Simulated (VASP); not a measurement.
# Al12C in VASP: single point with PBE

Aim: the single point of Al12C with PBE.

All numbers are computed with VASP 6.6.1; they aren't measurements. Logs are shortened: lines on timing, memory, paths and dates and some standing lists are left out, and cuts for length are marked.

**1. The cell of the first run**

The cell holds a slab with vacuum, 13 atoms: a = 5.714 Å, b = 5.714 Å, c = 20.101 Å, α = 90.00°, β = 90.00°, γ = 120.00°.

**2. Single point, PBE**

Contents of INCAR:

```
PREC     = Accurate       # precision mode
ENCUT    = 520            # plane-wave cutoff, eV
EDIFF    = 1E-6           # SCF threshold, eV
ISMEAR   = 0              # smearing method
SIGMA    = 0.1            # smearing width, eV
LREAL    = False          # projectors in reciprocal space
LASPH    = True           # aspherical terms in the spheres
NELM     = 60             # most SCF steps
ALGO     = Normal         # electronic algorithm
ISIF     = 2              # what is computed and relaxed
LWAVE    = False          # write WAVECAR
LCHARG   = True           # write CHGCAR
LDIPOL   = True         
IDIPOL   = 3            
DIPOL    = 0.5 0.5 0.328
GGA      = PE             # functional
LELF     = True           # ELF
LVHAR    = True         
LVACPOTAV= True         
NBANDS   = 32             # bands
```

Contents of KPOINTS:

```
Automatic mesh
0
Gamma
  6 6 1
```

Contents of POSCAR:

```
Al12C
1.0
    5.7135165837      0.0000000000      0.0000000000
   -2.8567582918      4.9480505064      0.0000000000
    0.0000000000      0.0000000000     20.1013782189
Al C
12 1
Direct
    0.3333333333      0.1666666667      0.1989913307
    0.3333333333      0.6666666667      0.1989913307
    0.8333333333      0.1666666667      0.1989913307
    0.8333333333      0.6666666667      0.1989913307
    0.1666666667      0.3333333333      0.3134471524
    0.1666666667      0.8333333333      0.3134471524
    0.6666666667      0.3333333333      0.3134471524
    0.6666666667      0.8333333333      0.3134471524
    0.0000000000      0.0000000000      0.4278999243
    0.0000000000      0.5000000000      0.4278999243
    0.5000000000      0.0000000000      0.4278999243
    0.5000000000      0.5000000000      0.4278999243
    0.0000000000      0.1666666667      0.5054703094
```

Potentials or basis: VASP PAW PBE potentials, release 64 (Al, C).

On the command line:

```console
cat potpaw_PBE.64/Al/POTCAR potpaw_PBE.64/C/POTCAR > POTCAR
mpirun -np 1 vasp_std > vasp.out
```

OUTCAR:

```text
PREC = Accurate
   ENCUT = 520
   EDIFF = 1E-6
   ISMEAR = 0
   LREAL = False
   LASPH = True
   NELM = 60
   ISIF = 2
   GGA = PE

 ion  position               nearest neighbor table
   1  0.333  0.167  0.199-   5 2.83   6 2.83   7 2.83   2 2.86   2 2.86   3 2.86   3 2.86   4 2.86
                             4 2.86
   2  0.333  0.667  0.199-   6 2.83   5 2.83   8 2.83   1 2.86   1 2.86   4 2.86   4 2.86   3 2.86
                             3 2.86
   3  0.833  0.167  0.199-   7 2.83   8 2.83   5 2.83   4 2.86   4 2.86   1 2.86   1 2.86   2 2.86
                             2 2.86
   4  0.833  0.667  0.199-   8 2.83   7 2.83   6 2.83   3 2.86   3 2.86   2 2.86   2 2.86   1 2.86
                             1 2.86
   5  0.167  0.333  0.313-   9 2.83  12 2.83  10 2.83   1 2.83   2 2.83   3 2.83   6 2.86   6 2.86
                             7 2.86   7 2.86   8 2.86   8 2.86
   6  0.167  0.833  0.313-  10 2.83  11 2.83   9 2.83   2 2.83   1 2.83   4 2.83   5 2.86   5 2.86
                             8 2.86   8 2.86   7 2.86   7 2.86
   7  0.667  0.333  0.313-  11 2.83  10 2.83  12 2.83   3 2.83   4 2.83   1 2.83   8 2.86   8 2.86
                             5 2.86   5 2.86   6 2.86   6 2.86
   8  0.667  0.833  0.313-  12 2.83   9 2.83  11 2.83   4 2.83   3 2.83   2 2.83   7 2.86   7 2.86
                             6 2.86   6 2.86   5 2.86   5 2.86
   9  0.000  0.000  0.428-  13 1.83   5 2.83   8 2.83   6 2.83  10 2.86  10 2.86  11 2.86  11 2.86
                            12 2.86  12 2.86
  10  0.000  0.500  0.428-  13 2.46   6 2.83   7 2.83   5 2.83   9 2.86   9 2.86  12 2.86  12 2.86
                            11 2.86  11 2.86
  11  0.500  0.000  0.428-   7 2.83   6 2.83   8 2.83  12 2.86  12 2.86   9 2.86   9 2.86  10 2.86
                            10 2.86
  12  0.500  0.500  0.428-   8 2.83   5 2.83   7 2.83  11 2.86  11 2.86  10 2.86  10 2.86   9 2.86
                             9 2.86
  13  0.000  0.167  0.505-   9 1.83  10 2.46

  LATTYP: Found a hexagonal cell.
 ALAT       =     5.7135165837
 C/A-ratio  =     3.5182147325

  Lattice vectors:

 A1 = (   5.7135165837,   0.0000000000,   0.0000000000)
 A2 = (  -2.8567582918,   4.9480505064,   0.0000000000)
 A3 = (   0.0000000000,   0.0000000000,  20.1013782189)

Analysis of symmetry for initial positions (statically):
=====================================================================
 Subroutine PRICEL returns:
 Original cell was already a primitive cell.

 Routine SETGRP: Setting up the symmetry group for a
 hexagonal supercell.

 Subroutine GETGRP returns: Found  1 space group operations
 (whereof  1 operations were pure point group operations)
 out of a pool of 24 trial point group operations.

The static configuration has the point symmetry C_1 .

Analysis of symmetry for dynamics (positions and initial velocities):
=====================================================================
 Subroutine PRICEL returns:
 Original cell was already a primitive cell.

 Routine SETGRP: Setting up the symmetry group for a
 hexagonal supercell.

 Subroutine GETGRP returns: Found  1 space group operations
 (whereof  1 operations were pure point group operations)
 out of a pool of 24 trial point group operations.

The dynamic configuration has the point symmetry C_1 .

 Subroutine INISYM returns: Found  1 space group operations
 (whereof  1 operations are pure point group operations),
 and found     1 'primitive' translations

----------------------------------------------------------------------------------------

                                     Primitive cell

  volume of cell :     568.2814

  direct lattice vectors                    reciprocal lattice vectors
     5.713516584  0.000000000  0.000000000     0.175023558  0.101049898  0.000000000
    -2.856758292  4.948050506  0.000000000     0.000000000  0.202099796  0.000000000
     0.000000000  0.000000000 20.101378219     0.000000000  0.000000000  0.049747833

  length of vectors
     5.713516584  5.713516584 20.101378219     0.202099796  0.202099796  0.049747833

  position of ions in fractional coordinates (direct lattice)
     0.333333333  0.166666667  0.198991331
     0.333333333  0.666666667  0.198991331
     0.833333333  0.166666667  0.198991331
     0.833333333  0.666666667  0.198991331
     0.166666667  0.333333333  0.313447152
     0.166666667  0.833333333  0.313447152
     0.666666667  0.333333333  0.313447152
     0.666666667  0.833333333  0.313447152
     0.000000000  0.000000000  0.427899924
     0.000000000  0.500000000  0.427899924
[... 42 lines left out ...]
 ===========================================

 Found     20 irreducible k-points:

 Following reciprocal coordinates:
            Coordinates               Weight
  0.000000  0.000000  0.000000      1.000000
  0.166667 -0.000000  0.000000      2.000000
  0.000000  0.166667  0.000000      2.000000
 -0.166667  0.166667  0.000000      2.000000
  0.333333 -0.000000  0.000000      2.000000
  0.000000  0.333333  0.000000      2.000000
[... 12 lines left out ...]
  0.500000 -0.166667  0.000000      2.000000
  0.333333  0.333333  0.000000      2.000000
   k-points           NKPTS =     20   k-points in BZ     NKDIM =     20   number of bands    NBANDS=     32
   number of dos      NEDOS =    301   number of ions     NIONS =     13
   total plane-waves  NPLWV = 264600
   dimension x,y,z NGX =    42 NGY =   42 NGZ =  150
   dimension x,y,z NGXF=    84 NGYF=   84 NGZF=  300
   ions per type =              12   1
   NGX,Y,Z   is equivalent  to a cutoff of  12.22, 12.22, 12.41 a.u.
   NGXF,Y,Z  is equivalent  to a cutoff of  24.44, 24.44, 24.81 a.u.
 SYSTEM =  unknown system
   PREC   = accura    normal or accurate (medium, high low for compatibility)
   ISTART =      0    job   : 0-new  1-cont  2-samecut
   ICHARG =      2    charge: 1-file 2-atom 10-const
   ISPIN  =      1    spin polarized calculation?
   LNONCOLLINEAR =      F non collinear calculations
   LSORBIT =      F    spin-orbit coupling
   LASPH  =      T    aspherical Exc in radial PAW
   ENCUT  =  520.0 eV  38.22 Ry    6.18 a.u.  10.62 10.62 37.38*2*pi/ulx,y,z
   NELM   =     60;   NELMIN=  2; NELMDL= -5     # of ELM steps
   EDIFF  = 0.1E-05   stopping-criterion for ELM
   LREAL  =      F    real-space projection
   EDIFFG = 0.1E-04   stopping-criterion for IOM
   NSW    =      0    number of steps for IOM
   IBRION =     -1    ionic relax: 0-MD 1-quasi-New 2-CG
   NFREE  =      0    steps in history (QN), initial steepest desc. (CG)
   ISIF   =      2    stress and relaxation
   ISYM   =      2    0-nonsym 1-usesym 2-fastsym
   POTIM  = 0.5000    time-step for ionic-motion
   TEBEG  =    0.0;   TEEND  =   0.0 temperature during run
   PSTRESS=    0.0 pullay stress
   NELECT =      40.0000    total number of electrons
   NUPDOWN=      -1.0000    fix difference up-down
   EMIN   =  10.00;   EMAX   =-10.00  energy-range for DOS
   EFERMI =   0.00;   METHOD = LEGACY
   ISMEAR =     0;   SIGMA  =   0.10  broadening in eV -4-tet -1-fermi 0-gaus
   EFERMI_NEDOS =   21; number of points for ismear=-14 and -15
   IALGO  =     38    algorithm
   IMIX   =      4    mixing-type and parameters
     AMIX     =   0.40;   BMIX     =  1.00
     AMIX_MAG =   1.60;   BMIX_MAG =  1.00
  volume/ion in A,a.u.               =      43.71       295.00
  Fermi-wavevector in a.u.,A,eV,Ry     =   0.675938  1.277338  6.216400  0.456892
  Thomas-Fermi vector in A             =   1.753103
   LORBIT       =      0    0 simple, 1 ext, 2 COOP (PROOUT), +10 PAW based schemes
   GGA     = PE    functional components
   LHFCALC =     F    Hartree Fock is set to
   AEXX    =    0.0000 exact exchange contribution
   IVDW    =     0    specifies the selected vdW correction
   LEPSILON=     F    determine dielectric tensor
   LRPA    =     F    only Hartree local field effects (RPA)
 non-spin polarized calculation
 Gauss-broadening in eV      SIGMA  =   0.10
  energy-cutoff  :      520.00
  volume of cell :      568.28
 maximum number of plane-waves:     15351
   NGX = 21   NGY = 21   NGZ = 75

 dipolmoment           0.000000      0.000000     -0.067773 electrons x Angstroem

 number of electron      40.0000001 magnetization

 dipolmoment           0.000000      0.000000      0.279990 electrons x Angstroem

 Free energy of the ion-electron system (eV)
  ---------------------------------------------------
  ext. energy  EPLUGINS =         0.00000000
  ---------------------------------------------------
  free energy    TOTEN  =       -47.35678733 eV

  energy without entropy =      -47.33035595  energy(sigma->0) =      -47.34357164

 E-fermi :  -0.2049     XC(G=0):  -4.6095

 val. band max:       -0.2158926351   @ k =   0.1667  -0.0000   0.0000
 cond. band min:      -0.1878559754   @ k =   0.5000   0.3333   0.0000
 fundamental gap:      0.0280366598
 Fermi energy:        -0.2048921232

 k-point     1 :       0.0000    0.0000    0.0000
  band No.  band energies     occupation
      1     -11.0223      2.00000
      2     -10.0778      2.00000
      3      -8.4466      2.00000
      4      -5.8732      2.00000
      5      -4.9741      2.00000
      6      -4.9562      2.00000
[... 689 lines left out ...]
     31       3.0014      0.00000
     32       3.2176      0.00000

------------------------ aborting loop because EDIFF is reached ----------------------------------------

  FORCE on cell =-STRESS in cart. coord.  units (eV):
  Direction    XX          YY          ZZ          XY          YZ          ZX
  --------------------------------------------------------------------------------------
  -------------------------------------------------------------------------------------
  Total       -4.9235656     -2.9864174      1.7379791     -0.6026271      3.8081664     -2.4514352
  in kB      -13.8811952     -8.4197198      4.8999504     -1.6990094     10.7365079     -6.9114242
  external PRESSURE =      -5.8003215 kB  Pullay stress =       0.0000000 kB

 VOLUME and BASIS-vectors are now :
 -----------------------------------------------------------------------------
  energy-cutoff  :      520.00
  volume of cell :      568.28
      direct lattice vectors                 reciprocal lattice vectors
     5.713516584  0.000000000  0.000000000     0.175023558  0.101049898  0.000000000
    -2.856758292  4.948050506  0.000000000     0.000000000  0.202099796  0.000000000
     0.000000000  0.000000000 20.101378219     0.000000000  0.000000000  0.049747833

 POSITION                                       TOTAL-FORCE (eV/Angst)
 -----------------------------------------------------------------------------------
      1.42838      0.82468      4.00000        -0.062912      0.009592     -0.104003
     -0.00000      3.29870      4.00000         0.006418     -0.065679     -0.046598
      4.28514      0.82468      4.00000         0.101175      0.029450     -0.155328
      2.85676      3.29870      4.00000         0.020036      0.029088     -0.117305
      0.00000      1.64935      6.30072         0.018398      0.017386     -0.055441
     -1.42838      4.12338      6.30072        -0.093866      0.017103      0.081053
      2.85676      1.64935      6.30072         0.024357     -0.085550      0.039187
      1.42838      4.12338      6.30072         0.028215      0.036463      0.036918
      0.00000      0.00000      8.60138         0.789352     -1.551903     -1.672333
     -1.42838      2.47403      8.60138         0.381544     -0.682983      1.205059
      2.85676      0.00000      8.60138         0.423175      0.026526      0.373736
      1.42838      2.47403      8.60138        -0.220833     -0.207457      0.398459
     -0.47613      0.82468     10.16065        -1.415059      2.427964      0.016594
 -----------------------------------------------------------------------------------
    total drift:                                0.000031     -0.000003     -0.000015

  FREE ENERGIE OF THE ION-ELECTRON SYSTEM (eV)
  ---------------------------------------------------
  free  energy   TOTEN  =       -47.3567873283 eV

  energy  without entropy=      -47.3303559538  energy(sigma->0) =      -47.34357164

 vacuum level on the upper side and lower side of the slab         5.585         3.792
```

It took 7.3 min on 1 thread of Intel Xeon 6975P-C (Granite Rapids), shared host; peak memory 0.7 GiB.

Results:

```yaml
Free_energy: -47.3568 eV
Largest_force: 2.810 eV/Å
Band_gap_on_the_k_mesh: zero (bands 20 and 21 overlap by 0.51 eV)
```

Forces on the atoms (eV/Å):
```
Al  -0.063  0.010 -0.104
Al   0.006 -0.066 -0.047
Al   0.101  0.029 -0.155
Al   0.020  0.029 -0.117
Al   0.018  0.017 -0.055
Al  -0.094  0.017  0.081
Al   0.024 -0.086  0.039
Al   0.028  0.036  0.037
Al   0.789 -1.552 -1.672
Al   0.382 -0.683  1.205
Al   0.423  0.027  0.374
Al  -0.221 -0.207  0.398
C   -1.415  2.428  0.017
```

Levels at points of the mesh, in eV from the Fermi level:
| k point | band 17 | band 18 | band 19 | band 20 | band 21 | band 22 | band 23 | band 24 |
| --- | --- | --- | --- | --- | --- | --- | --- | --- |
| (0.00, 0.00, 0.00) | -2.28 | -1.42 | -1.09 | -0.78 | -0.36 | -0.22 | -0.14 | 1.00 |
| (0.50, 0.00, 0.00) | -0.62 | -0.52 | -0.33 | -0.07 | 0.31 | 0.67 | 0.98 | 1.29 |
| (0.00, 0.50, 0.00) | -0.60 | -0.48 | -0.29 | -0.07 | 0.25 | 0.46 | 1.04 | 1.26 |
| (0.50, 0.50, 0.00) | -0.62 | -0.54 | -0.24 | -0.12 | 0.23 | 0.43 | 0.97 | 1.30 |
